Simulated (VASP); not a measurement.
Set up this calculation in VASP 6.6.1, as the native input.

| Item | Value |
| --- | --- |
| Task | single point |
| Functional | PBE |
| Potentials or basis | VASP PAW PBE potentials, release 64 (Ge_d) |
| Cutoff | 520 eV |
| k mesh | 12 × 12 × 8 |
| Occupations | gaussian, width 0.1 eV |
| Spin | no spin polarisation |
| Dipole correction | no |
| Further INCAR settings | ALGO = Normal; EDIFF = 1e-07; NBANDS = 36 |

The structure of Ge lies in POSCAR:

```
Ge
1.0
    3.9972843576      0.0000000000      0.0000000000
   -1.9986421788      3.4617497998      0.0000000000
    0.0000000000      0.0000000000      6.7210379599
Ge
4
Direct
    0.6666666667      0.3333333333      0.0640174293
    0.3333333333      0.6666666667      0.5640174293
    0.6666666667      0.3333333333      0.4359825707
    0.3333333333      0.6666666667      0.9359825707
```

This isn't the form of Ge at room conditions, which is diamond.

This cell differs from its parent crystal: biaxial strain in the a-b plane: -1.5 %, then relaxed in part.

These files were run (other wordings do the same):

INCAR

```
  PREC = Accurate
  ENCUT = 520
  EDIFF = 1E-7
  ISMEAR = 0
  SIGMA = 0.1
  LREAL = False
  LASPH = True
  NELM = 100
  ALGO = Normal
  ISIF = 2
  LWAVE = False
  LCHARG = False
  GGA = PE
  NBANDS = 36
```

KPOINTS

```
regular mesh
0
Gamma
  12 12 8
```

Potentials or basis: VASP PAW PBE potentials, release 64 (Ge_d).

Run with:

```sh
$ cat potpaw_PBE.64/Ge_d/POTCAR > POTCAR
$ mpirun -np 1 vasp_std > vasp.out
```

Results of the run:

```json
{
  "Pressure": "1.6 GPa",
  "Band gap on the k mesh": "0.05 eV (least direct gap 0.06 eV)"
}
```

Caveat: the cell differs from its parent crystal (biaxial strain in the a-b plane: -1.5 %, then relaxed in part).

It took 4 min on 1 thread of Intel(R) Xeon(R) Platinum 8488C (Sapphire Rapids), with other jobs on the host, peak memory 0.35 GiB.
